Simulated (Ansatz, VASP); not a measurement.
# Two plane-wave programs on InRu2

```
In Ru
1.0
     2.85553    0.00000    0.00000
     0.00000    2.85553    0.00000
     0.00000    0.00000    6.38956
In Ru
1 2
Direct
  0.00000 0.00000 0.50000
  0.50000 0.00000 0.87748
  0.00000 0.50000 0.12252
```

Change from the starting cell: species swapped into the AgI2 type (P-4m2, No. 115).

Alike in both runs: functional PBE; k mesh 16 × 16 × 8; occupations gaussian, width 0.1 eV; no spin polarisation.

Ansatz relaxed the structure, and its values are those at the end. VASP's run is a single point on that final structure, the one shown.

```csv
,VASP,Ansatz
version,VASP 6.6.1,Ansatz 0.2.0
potentials or method,"VASP PAW PBE potentials, release 64 (In_d, Ru_pv), cutoff 520 eV","scalar-relativistic, plane waves, PAW"
valence electrons in the cell,41,45
```

```tsv
	VASP	Ansatz	Ansatz less VASP
gap on the k mesh at the Fermi level (eV)	none	none	-
pressure (GPa)	0.1	0.0	-0.10
rms of the force components (eV/Å)	0.004	0.000	-0.0034
```

A gap of «none» marks a metal or a gap that the smearing closes. VASP's potentials hold 41 valence electrons a cell and Ansatz's 45, so a difference there can come from the potentials and not from the codes.
